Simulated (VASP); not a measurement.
# Mo in VASP: notebook, part 2 of 2

VASP 6.6.1.

## (6) Single point, r2SCAN (strain -0.015 along x and y, +0.015 along z)

The input, POSCAR:

```
Mo
1.0
   -1.5474350000      1.5474350000      1.5945650000
    1.5474350000     -1.5474350000      1.5945650000
    1.5474350000      1.5474350000     -1.5945650000
Mo
1
Direct
    0.0000000000      0.0000000000      0.0000000000
```

The input, INCAR.step1:

```
SYSTEM = Mo
PREC = Accurate
ENCUT = 520
ISMEAR = 0
SIGMA = 0.15
LREAL = .FALSE.
LASPH = .TRUE.
NELM = 60
NBANDS = 13
GGA = PE
ALGO = Normal
EDIFF = 1E-4
LWAVE = .TRUE.
LCHARG = .FALSE.
```

The input, INCAR.step2:

```
SYSTEM = Mo
PREC = Accurate
ENCUT = 520
EDIFF = 1E-6
ISMEAR = 0
SIGMA = 0.15
LREAL = .FALSE.
LASPH = .TRUE.
NELM = 60
ALGO = Normal
ISIF = 2
LWAVE = .FALSE.
LCHARG = .FALSE.
METAGGA = R2SCAN
LMIXTAU = .TRUE.
NBANDS = 13
ISTART = 1
```

The input, KPOINTS:

```
regular mesh
0
G
  22 22 22
  0 0 0
```

Potentials or basis: VASP PAW PBE potentials, release 64 (Mo_sv).

Run with:

```
$ cat potpaw_PBE.64/Mo_sv/POTCAR > POTCAR
$ cp INCAR.step1 INCAR
$ mpirun -np 1 vasp_std > vasp.out
$ cp INCAR.step2 INCAR
$ mpirun -np 1 vasp_std > vasp.out
```

OUTCAR:

```text
SYSTEM = Mo
   PREC = Accurate
   ENCUT = 520
   EDIFF = 1E-6
   ISMEAR = 0
   LREAL = .FALSE.
   LASPH = .TRUE.
   NELM = 60
   ISIF = 2
   METAGGA = R2SCAN
   ISTART = 1

 ion  position               nearest neighbor table
   1  0.000  0.000  0.000-

  LATTYP: Found a body centered tetragonal cell.
 ALAT       =     3.0948700000
 C/A-ratio  =     1.0304568528

  Lattice vectors:

 A1 = (  -1.5474350000,   1.5474350000,   1.5945650000)
 A2 = (   1.5474350000,  -1.5474350000,   1.5945650000)
 A3 = (   1.5474350000,   1.5474350000,  -1.5945650000)

Analysis of symmetry for initial positions (statically):
=====================================================================
 Subroutine PRICEL returns:
 Original cell was already a primitive cell.

 Routine SETGRP: Setting up the symmetry group for a
 body centered tetragonal supercell.

 Subroutine GETGRP returns: Found 16 space group operations
 (whereof 16 operations were pure point group operations)
 out of a pool of 16 trial point group operations.

The static configuration has the point symmetry D_4h.

Analysis of symmetry for dynamics (positions and initial velocities):
=====================================================================
 Subroutine PRICEL returns:
 Original cell was already a primitive cell.

 Routine SETGRP: Setting up the symmetry group for a
 body centered tetragonal supercell.

 Subroutine GETGRP returns: Found 16 space group operations
 (whereof 16 operations were pure point group operations)
 out of a pool of 16 trial point group operations.

The dynamic configuration has the point symmetry D_4h.

 Subroutine INISYM returns: Found 16 space group operations
 (whereof 16 operations are pure point group operations),
 and found     1 'primitive' translations

----------------------------------------------------------------------------------------
[... 111 lines left out ...]
     AMIX_MAG =   1.60;   BMIX_MAG =  1.00
  volume/ion in A,a.u.               =      15.27       103.07
  Fermi-wavevector in a.u.,A,eV,Ry     =   1.590286  3.005204 34.409252  2.529009
  Thomas-Fermi vector in A             =   2.689004
   LORBIT       =      0    0 simple, 1 ext, 2 COOP (PROOUT), +10 PAW based schemes
   METAGGA = R2SCAN    functional components
   LHFCALC =     F    Hartree Fock is set to
   AEXX    =    0.0000 exact exchange contribution
   IVDW    =     0    specifies the selected vdW correction
   LEPSILON=     F    determine dielectric tensor
   LRPA    =     F    only Hartree local field effects (RPA)
 non-spin polarized calculation
 Gauss-broadening in eV      SIGMA  =   0.15
  energy-cutoff  :      520.00
  volume of cell :       15.27
 maximum number of plane-waves:       426
   NGX = 11   NGY = 11   NGZ = 11

 number of electron      13.9999999 magnetization

 Free energy of the ion-electron system (eV)
  ---------------------------------------------------
  ext. energy  EPLUGINS =         0.00000000
  ---------------------------------------------------
  free energy    TOTEN  =       -26.06057995 eV

  energy without entropy =      -26.05426204  energy(sigma->0) =      -26.05742099

 E-fermi :  12.9315     XC(G=0): -14.7843

 val. band max:       12.9276865405   @ k =  -0.1364   0.2727   0.0909
 cond. band min:      12.9329417058   @ k =  -0.1364   0.1364   0.1364
 fundamental gap:      0.0052551653
 Fermi energy:        12.9315433725

 k-point     1 :       0.0000    0.0000    0.0000
  band No.  band energies     occupation
      1     -50.2989      2.00000
      2     -22.7162      2.00000
      3     -22.7090      2.00000
      4     -22.7090      2.00000
      5       5.1942      2.00000
      6      11.3452      2.00000
      7      11.3452      2.00000
      8      11.7175      2.00000
      9      14.6312      0.00000
     10      15.1107      0.00000
     11      28.0518      0.00000
     12      28.6782      0.00000
     13      28.6782      0.00000
[... 354 lines left out ...]
  band No.  band energies     occupation
      1     -49.9928      2.00000
      2     -24.2589      2.00000
      3     -23.1920      2.00000
      4     -22.7323      2.00000
      5       7.3525      2.00000
      6       9.4634      2.00000
      7      13.5667      0.00000
      8      14.7130      0.00000
      9      15.6785      0.00000
     10      17.6890      0.00000
     11      25.9319      0.00000
     12      25.9678      0.00000
     13      32.3029      0.00000

 [... further k-points ...]
[... 5 lines left out ...]
  --------------------------------------------------------------------------------------
  -------------------------------------------------------------------------------------
  Total        1.0978200      1.0978200      0.1365091      0.0000000      0.0000000      0.0000000
  in kB      115.1634529    115.1634529     14.3200693      0.0000000      0.0000000      0.0000000
  external PRESSURE =      81.5489917 kB  Pullay stress =       0.0000000 kB

 VOLUME and BASIS-vectors are now :
 -----------------------------------------------------------------------------
  energy-cutoff  :      520.00
  volume of cell :       15.27
      direct lattice vectors                 reciprocal lattice vectors
    -1.547435000  1.547435000  1.594565000     0.000000000  0.323115349  0.313565142
     1.547435000 -1.547435000  1.594565000     0.323115349  0.000000000  0.313565142
     1.547435000  1.547435000 -1.594565000     0.323115349  0.323115349  0.000000000

 POSITION                                       TOTAL-FORCE (eV/Angst)
 -----------------------------------------------------------------------------------
      0.00000      0.00000      0.00000        -0.000000      0.000000     -0.000000
 -----------------------------------------------------------------------------------
    total drift:                                0.000000     -0.000000      0.000000

  FREE ENERGIE OF THE ION-ELECTRON SYSTEM (eV)
  ---------------------------------------------------
  free  energy   TOTEN  =       -26.0605799488 eV

  energy  without entropy=      -26.0542620392  energy(sigma->0) =      -26.05742099
```

It took 5.9 min on 1 thread of Intel Xeon Platinum 8259CL at 2.50GHz (Skylake/Cascade Lake), shared host; peak memory 0.25 GiB.

Results:

| Property | Result |
| --- | --- |
| Free energy | -26.0606 eV |
| Pressure | 8.2 GPa |
| Band gap on the k mesh | zero (band 7 reaches 17.14 eV, above the bottom of band 8 at 11.68 eV) |

Stress tensor (GPa, compression positive):
```
11.52  0.00  0.00
 0.00 11.52  0.00
 0.00  0.00  1.43
```

Caveat: the cell differs from its parent crystal (strain -0.015 along x and y, +0.015 along z); the PAW data sets were made with another functional, which shifts forces and pressure a little.

## (7) The runs side by side

```tsv
cell	gap on the mesh (eV)	pressure (GPa)
a = 2.803 Å, angles 109.5°, 1 atom	none	-17.6
a = 2.789 Å, angles 109.1, 109.1, 110.3°, 1 atom	none	-14.6
a = 2.694 Å, angles 109.9, 109.9, 108.7°, 1 atom	none	12.7
a = 2.708 Å, angles 109.1, 109.1, 110.3°, 1 atom	none	8.0
a = 2.708 Å, angles 110.3, 110.3, 107.8°, 1 atom	none	8.2
```

Alike in all rows: task single point; level r2SCAN; potentials or basis VASP PAW PBE potentials, release 64 (Mo_sv); no spin polarisation; k mesh 22 × 22 × 22; cutoff (eV) 520; smearing gaussian 0.15 eV.

Caveats: the PAW data sets were made with another functional, which shifts forces and pressure a little.

Absolute energies hang on the potentials; compare differences alone.
